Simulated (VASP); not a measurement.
# Sr2TeO (P-6m2) in VASP: a series of runs

The runs below take Sr2TeO through single point, relaxation of cell and atoms, with PBE.

All numbers are computed with VASP 6.6.1; they aren't measurements. Logs are shortened: lines on timing, memory, paths and dates and some standing lists are left out, and cuts for length are marked.

## (1) The cell of the first run

Symmetry: P-6m2, No. 187, hexagonal system. The conventional cell has a = 3.850 Å, b = 3.850 Å, c = 5.967 Å, α = 90.00°, β = 90.00°, γ = 120.00°. Within 3.5 Å of Sr (site symmetry 3m) lie 3 O at 2.68 Å and 3 Te at 2.68 Å and 2 Sr at 2.98 Å. Within 3.5 Å of Te (site symmetry -6m2) lie 6 Sr at 2.68 Å. Within 3.5 Å of O (site symmetry -6m2) lie 6 Sr at 2.68 Å.

## (2) Single point, PBE

Contents of INCAR:

```
PREC = Accurate ; ENCUT = 520
EDIFF = 1E-7 ; ISMEAR = 0
SIGMA = 0.1 ; LREAL = F
LASPH = T ; NELM = 100
ALGO = Normal ; ISIF = 2
LWAVE = F ; LCHARG = T
GGA = PE ; LELF = T
LVHAR = T ; NBANDS = 24
```

Contents of KPOINTS:

```
Automatic mesh
0
Gamma
  6 6 4
```

Contents of POSCAR:

```
Sr2TeO
1.0
    3.8496809900      0.0000000000      0.0000000000
   -1.9248404900      3.3339215300      0.0000000000
    0.0000000000      0.0000000000      5.9670055300
Sr Te O
2 1 1
Direct
    0.0000000000      0.0000000000      0.7500000000
    0.0000000000      0.0000000000      0.2500000000
    0.3333333300      0.6666666700      0.0000000000
    0.6666666700      0.3333333300      0.5000000000
```

Potentials or basis: VASP PAW PBE potentials, release 64 (Sr_sv, Te, O).

Started as:

```console
$ cat potpaw_PBE.64/Sr_sv/POTCAR potpaw_PBE.64/Te/POTCAR potpaw_PBE.64/O/POTCAR > POTCAR
$ mpirun -np 1 vasp_std > vasp.out
```

OUTCAR:

```text
PREC = Accurate
   ENCUT = 520
   EDIFF = 1E-7
   ISMEAR = 0
   LREAL = F
   LASPH = T
   NELM = 100
   ISIF = 2
   GGA = PE

 ion  position               nearest neighbor table
   1  0.000  0.000  0.750-   3 2.68   4 2.68   3 2.68   4 2.68   4 2.68   3 2.68   2 2.98   2 2.98
                             2 4.87   2 4.87   2 4.87   2 4.87   2 4.87   2 4.87   2 4.87   2 4.87
   2  0.000  0.000  0.250-   3 2.68   4 2.68   3 2.68   4 2.68   4 2.68   3 2.68   1 2.98   1 2.98
                             1 4.87   1 4.87   1 4.87   1 4.87   1 4.87   1 4.87   1 4.87   1 4.87
   3  0.333  0.667  0.000-   1 2.68   2 2.68   1 2.68   2 2.68   1 2.68   2 2.68
   4  0.667  0.333  0.500-   1 2.68   2 2.68   1 2.68   2 2.68   1 2.68   2 2.68

  LATTYP: Found a hexagonal cell.
 ALAT       =     3.8496809900
 C/A-ratio  =     1.5499999988

  Lattice vectors:

 A1 = (   3.8496809900,   0.0000000000,   0.0000000000)
 A2 = (  -1.9248404900,   3.3339215300,   0.0000000000)
 A3 = (   0.0000000000,   0.0000000000,   5.9670055300)

Analysis of symmetry for initial positions (statically):
=====================================================================
 Subroutine PRICEL returns:
 Original cell was already a primitive cell.

 Routine SETGRP: Setting up the symmetry group for a
 hexagonal supercell.

 Subroutine GETGRP returns: Found 12 space group operations
 (whereof 12 operations were pure point group operations)
 out of a pool of 24 trial point group operations.

The static configuration has the point symmetry D_3h.

Analysis of symmetry for dynamics (positions and initial velocities):
=====================================================================
 Subroutine PRICEL returns:
 Original cell was already a primitive cell.

 Routine SETGRP: Setting up the symmetry group for a
 hexagonal supercell.

 Subroutine GETGRP returns: Found 12 space group operations
 (whereof 12 operations were pure point group operations)
 out of a pool of 24 trial point group operations.

The dynamic configuration has the point symmetry D_3h.

 Subroutine INISYM returns: Found 12 space group operations
 (whereof 12 operations are pure point group operations),
 and found     1 'primitive' translations

----------------------------------------------------------------------------------------

                                     Primitive cell

  volume of cell :      76.5837

  direct lattice vectors                    reciprocal lattice vectors
     3.849680990  0.000000000  0.000000000     0.259761784  0.149973535  0.000000000
    -1.924840490  3.333921530  0.000000000     0.000000000  0.299947072  0.000000000
     0.000000000  0.000000000  5.967005530     0.000000000  0.000000000  0.167588248

  length of vectors
     3.849680990  3.849680984  5.967005530     0.299947071  0.299947072  0.167588248

  position of ions in fractional coordinates (direct lattice)
     0.000000000  0.000000000  0.750000000
     0.000000000  0.000000000  0.250000000
     0.333333330  0.666666670  0.000000000
     0.666666670  0.333333330  0.500000000

  ion indices of the primitive-cell ions
   primitive index   ion index
                 1           1
                 2           2
                 3           3
                 4           4

----------------------------------------------------------------------------------------

 KPOINTS: Automatic mesh

Automatic generation of k-mesh.
 Grid dimensions read from file:
 generate k-points for:    6    6    4

 Generating k-lattice:

  Cartesian coordinates                     Fractional coordinates (reciprocal lattice)
     0.043293631  0.024995589  0.000000000     0.166666667 -0.000000000  0.000000000
     0.000000000  0.049991179  0.000000000     0.000000000  0.166666667  0.000000000
     0.000000000  0.000000000  0.041897062     0.000000000  0.000000000  0.250000000

  Length of vectors
     0.049991179  0.049991179  0.041897062

  Shift w.r.t. Gamma in fractional coordinates (k-lattice)
     0.000000000  0.000000000  0.000000000

 Subroutine IBZKPT returns following result:
 ===========================================

 Found     21 irreducible k-points:

 Following reciprocal coordinates:
            Coordinates               Weight
  0.000000  0.000000  0.000000      1.000000
  0.166667 -0.000000  0.000000      6.000000
  0.333333  0.000000  0.000000      6.000000
  0.500000  0.000000  0.000000      3.000000
  0.166667  0.166667  0.000000      6.000000
  0.333333  0.166667  0.000000     12.000000
[... 13 lines left out ...]
  0.333333  0.166667  0.500000     12.000000
  0.333333  0.333333  0.500000      2.000000
   k-points           NKPTS =     21   k-points in BZ     NKDIM =     21   number of bands    NBANDS=     24
   number of dos      NEDOS =    301   number of ions     NIONS =      4
   total plane-waves  NPLWV =  43200
   dimension x,y,z NGX =    30 NGY =   30 NGZ =   48
   dimension x,y,z NGXF=    60 NGYF=   60 NGZF=   96
   ions per type =               2   1   1
   NGX,Y,Z   is equivalent  to a cutoff of  12.96, 12.96, 13.37 a.u.
   NGXF,Y,Z  is equivalent  to a cutoff of  25.91, 25.91, 26.75 a.u.
 SYSTEM =  unknown system
   PREC   = accura    normal or accurate (medium, high low for compatibility)
   ISTART =      0    job   : 0-new  1-cont  2-samecut
   ICHARG =      2    charge: 1-file 2-atom 10-const
   ISPIN  =      1    spin polarized calculation?
   LNONCOLLINEAR =      F non collinear calculations
   LSORBIT =      F    spin-orbit coupling
   LASPH  =      T    aspherical Exc in radial PAW
   ENCUT  =  520.0 eV  38.22 Ry    6.18 a.u.   7.16  7.16 11.09*2*pi/ulx,y,z
   NELM   =    100;   NELMIN=  2; NELMDL= -5     # of ELM steps
   EDIFF  = 0.1E-06   stopping-criterion for ELM
   LREAL  =      F    real-space projection
   EDIFFG = 0.1E-05   stopping-criterion for IOM
   NSW    =      0    number of steps for IOM
   IBRION =     -1    ionic relax: 0-MD 1-quasi-New 2-CG
   NFREE  =      0    steps in history (QN), initial steepest desc. (CG)
   ISIF   =      2    stress and relaxation
   ISYM   =      2    0-nonsym 1-usesym 2-fastsym
   POTIM  = 0.5000    time-step for ionic-motion
   TEBEG  =    0.0;   TEEND  =   0.0 temperature during run
   PSTRESS=    0.0 pullay stress
   NELECT =      32.0000    total number of electrons
   NUPDOWN=      -1.0000    fix difference up-down
   EMIN   =  10.00;   EMAX   =-10.00  energy-range for DOS
   EFERMI =   0.00;   METHOD = LEGACY
   ISMEAR =     0;   SIGMA  =   0.10  broadening in eV -4-tet -1-fermi 0-gaus
   EFERMI_NEDOS =   21; number of points for ismear=-14 and -15
   IALGO  =     38    algorithm
   IMIX   =      4    mixing-type and parameters
     AMIX     =   0.40;   BMIX     =  1.00
     AMIX_MAG =   1.60;   BMIX_MAG =  1.00
  volume/ion in A,a.u.               =      19.15       129.20
  Fermi-wavevector in a.u.,A,eV,Ry     =   1.223900  2.312836 20.380595  1.497931
  Thomas-Fermi vector in A             =   2.358994
   LORBIT       =      0    0 simple, 1 ext, 2 COOP (PROOUT), +10 PAW based schemes
   GGA     = PE    functional components
   LHFCALC =     F    Hartree Fock is set to
   AEXX    =    0.0000 exact exchange contribution
   IVDW    =     0    specifies the selected vdW correction
   LEPSILON=     F    determine dielectric tensor
   LRPA    =     F    only Hartree local field effects (RPA)
 non-spin polarized calculation
 Gauss-broadening in eV      SIGMA  =   0.10
  energy-cutoff  :      520.00
  volume of cell :       76.58
 maximum number of plane-waves:      2091
 NGX is ok and might be reduce to    30
   NGX = 15   NGY = 15   NGZ = 23

 number of electron      31.9999999 magnetization

 Free energy of the ion-electron system (eV)
  ---------------------------------------------------
  ext. energy  EPLUGINS =         0.00000000
  ---------------------------------------------------
  free energy    TOTEN  =       -12.89978432 eV

  energy without entropy =      -12.89978432  energy(sigma->0) =      -12.89978432

 E-fermi :   5.7324     XC(G=0): -10.5082

 val. band max:        5.2634561995   @ k =   0.0000   0.0000   0.0000
 cond. band min:       6.7145908794   @ k =   0.5000   0.0000   0.0000
 fundamental gap:      1.4511346799
 Fermi energy:         5.7324484278

 k-point     1 :       0.0000    0.0000    0.0000
  band No.  band energies     occupation
      1     -28.6529      2.00000
      2     -28.2892      2.00000
      3     -12.7733      2.00000
      4     -10.6255      2.00000
      5     -10.6255      2.00000
      6     -10.2398      2.00000
[... 16 lines left out ...]
     23      11.1921      0.00000
     24      14.0986      0.00000

 k-point     2 :       0.1667   -0.0000    0.0000
  band No.  band energies     occupation
      1     -28.6351      2.00000
      2     -28.2761      2.00000
      3     -12.6567      2.00000
      4     -11.1468      2.00000
      5     -10.6767      2.00000
      6     -10.3990      2.00000
[... 16 lines left out ...]
     23      12.9805      0.00000
     24      13.6274      0.00000

 k-point     3 :       0.3333    0.0000    0.0000
  band No.  band energies     occupation
      1     -28.5991      2.00000
      2     -28.2499      2.00000
      3     -12.4060      2.00000
      4     -11.7392      2.00000
      5     -10.7765      2.00000
      6     -10.6930      2.00000
[... 16 lines left out ...]
     23      13.3668      0.00000
     24      13.8886      0.00000

 k-point     4 :       0.5000    0.0000    0.0000
  band No.  band energies     occupation
      1     -28.5810      2.00000
      2     -28.2367      2.00000
      3     -12.3086      2.00000
      4     -11.9085      2.00000
      5     -10.8309      2.00000
      6     -10.8252      2.00000
[... 16 lines left out ...]
     23      13.6111      0.00000
     24      14.2535      0.00000

 k-point     5 :       0.1667    0.1667    0.0000
  band No.  band energies     occupation
      1     -28.6082      2.00000
      2     -28.2565      2.00000
      3     -12.4637      2.00000
      4     -11.5783      2.00000
      5     -10.8496      2.00000
      6     -10.5941      2.00000
[... 16 lines left out ...]
     23      13.0831      0.00000
     24      14.0513      0.00000

 k-point     6 :       0.3333    0.1667    0.0000
  band No.  band energies     occupation
      1     -28.5810      2.00000
      2     -28.2368      2.00000
      3     -12.2532      2.00000
      4     -11.8406      2.00000
      5     -11.1077      2.00000
      6     -10.7597      2.00000
[... 16 lines left out ...]
     23      13.0928      0.00000
     24      14.2331      0.00000
[... 298 lines left out ...]
 k-point    18 :       0.5000    0.0000    0.5000
  band No.  band energies     occupation
      1     -28.4456      2.00000
      2     -28.3809      2.00000
      3     -11.6254      2.00000
      4     -11.5630      2.00000
      5     -11.2592      2.00000
      6     -10.8711      2.00000
[... 16 lines left out ...]
     23      12.4024      0.00000
     24      12.6206      0.00000

 k-point    19 :       0.1667    0.1667    0.5000
  band No.  band energies     occupation
      1     -28.4713      2.00000
      2     -28.4025      2.00000
      3     -11.6466      2.00000
      4     -11.4366      2.00000
      5     -10.9953      2.00000
      6     -10.8512      2.00000
[... 16 lines left out ...]
     23      12.2547      0.00000
     24      12.4775      0.00000

 k-point    20 :       0.3333    0.1667    0.5000
  band No.  band energies     occupation
      1     -28.4456      2.00000
      2     -28.3809      2.00000
      3     -11.5756      2.00000
      4     -11.4754      2.00000
      5     -11.2142      2.00000
      6     -10.8793      2.00000
[... 16 lines left out ...]
     23      12.3243      0.00000
     24      13.5960      0.00000

 k-point    21 :       0.3333    0.3333    0.5000
  band No.  band energies     occupation
      1     -28.4370      2.00000
      2     -28.3737      2.00000
      3     -11.4773      2.00000
      4     -11.3923      2.00000
      5     -11.2436      2.00000
      6     -10.9851      2.00000
[... 16 lines left out ...]
     23      11.7392      0.00000
     24      14.0119      0.00000

------------------------ aborting loop because EDIFF is reached ----------------------------------------

  FORCE on cell =-STRESS in cart. coord.  units (eV):
  Direction    XX          YY          ZZ          XY          YZ          ZX
  --------------------------------------------------------------------------------------
  -------------------------------------------------------------------------------------
  Total       20.9087444     20.9087443     26.2585084      0.0000000     -0.0000000      0.0000000
  in kB      437.4233664    437.4233654    549.3436122      0.0000007     -0.0000000      0.0000000
  external PRESSURE =     474.7301147 kB  Pullay stress =       0.0000000 kB

 VOLUME and BASIS-vectors are now :
 -----------------------------------------------------------------------------
  energy-cutoff  :      520.00
  volume of cell :       76.58
      direct lattice vectors                 reciprocal lattice vectors
     3.849680990  0.000000000  0.000000000     0.259761784  0.149973535  0.000000000
    -1.924840490  3.333921530  0.000000000     0.000000000  0.299947072  0.000000000
     0.000000000  0.000000000  5.967005530     0.000000000  0.000000000  0.167588248

 POSITION                                       TOTAL-FORCE (eV/Angst)
 -----------------------------------------------------------------------------------
      0.00000      0.00000      4.47525         0.000000      0.000000     -7.537361
      0.00000      0.00000      1.49175         0.000000      0.000000      7.537361
     -0.00000      2.22261      0.00000        -0.000000      0.000000      0.000000
      1.92484      1.11131      2.98350        -0.000000      0.000000      0.000000
 -----------------------------------------------------------------------------------
    total drift:                               -0.000019      0.000011      0.000000

  FREE ENERGIE OF THE ION-ELECTRON SYSTEM (eV)
  ---------------------------------------------------
  free  energy   TOTEN  =       -12.8997843162 eV

  energy  without entropy=      -12.8997843162  energy(sigma->0) =      -12.89978432
```

It took 38 s on 1 thread of AMD EPYC 7R13 (Zen 3), shared host; peak memory 0.19 GiB.

Results:

```
Free energy            : -12.8998 eV
Pressure               : 47.5 GPa
Largest force          : 7.537 eV/Å
Band gap on the k mesh : 1.45 eV (least direct gap 1.64 eV)
```

Forces on the atoms (eV/Å):
```
Sr   0.000  0.000 -7.537
Sr   0.000  0.000  7.537
Te   0.000  0.000  0.000
O    0.000  0.000  0.000
```

Levels at points of the mesh, in eV from the valence-band top:
| k point | band 14 | band 15 | band 16 | band 17 | band 18 | band 19 |
| --- | --- | --- | --- | --- | --- | --- |
| (0.00, 0.00, 0.00) | -0.08 | -0.08 | 0.00 | 1.64 | 3.24 | 3.24 |
| (0.50, 0.00, 0.00) | -1.10 | -0.74 | -0.48 | 1.45 | 4.95 | 5.03 |
| (0.00, 0.00, 0.50) | -1.30 | -1.18 | -1.18 | 3.61 | 4.04 | 4.04 |
| (0.50, 0.00, 0.50) | -1.14 | -0.99 | -0.94 | 3.08 | 3.92 | 5.92 |

Caveat: the cell stands under pressure; spin-orbit coupling is left out, which moves the levels of the heavy elements; forces of over 1 eV/Å act on the atoms, so gaps and moduli don't describe the material at rest.

(Part 1 of 3 ends here.)
